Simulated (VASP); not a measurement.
Here is a VASP 6.6.1 calculation.

Contents of POSCAR:

```
InPd
1.0
    3.2499251601      0.0000000000      0.0000000000
    0.0000000000      3.2499251601      0.0000000000
    0.0000000000      0.0000000000      3.2499251601
In Pd
1 1
Direct
    0.0000000000      0.0000000000      0.0000000000
    0.5000000000      0.5000000000      0.5000000000
```

INCAR.step1

```
  PREC = Accurate
  ENCUT = 520
  EDIFF = 1E-5
  ISMEAR = -1
  SIGMA = 0.05
  LREAL = F
  LASPH = T
  NELM = 60
  ALGO = Normal
  ISIF = 2
  LWAVE = T
  LCHARG = F
  NBANDS = 18
  GGA = PE
```

Contents of INCAR.step2:

```
  PREC = Accurate
  ENCUT = 520
  EDIFF = 1E-7
  ISMEAR = -1
  SIGMA = 0.05
  LREAL = F
  LASPH = T
  NELM = 60
  ALGO = Normal
  ISIF = 2
  LWAVE = F
  LCHARG = F
  GGA = PE
  LHFCALC = T
  AEXX = 0.25
  PRECFOCK = Normal
  NBANDS = 18
  ISTART = 1
```

The input KPOINTS:

```
Automatic mesh
0
Gamma
  6 6 6
```

Potentials or basis: VASP PAW PBE potentials, release 64 (In_d, Pd).

The run is started by

```sh
$ cat potpaw_PBE.64/In_d/POTCAR potpaw_PBE.64/Pd/POTCAR > POTCAR
$ cp INCAR.step1 INCAR
$ mpirun -np 1 vasp_std > vasp.out
$ cp INCAR.step2 INCAR
$ mpirun -np 1 vasp_std > vasp.out
```

Predict the pressure.

2.9 GPa.

What does it give for the band gap on the k mesh?

Zero (an odd number of electrons rules out a gap without spin polarisation).

Caveat: the PAW data sets were made with another functional, which shifts forces and pressure a little; spin-orbit coupling is left out, which moves the levels of the heavy elements.
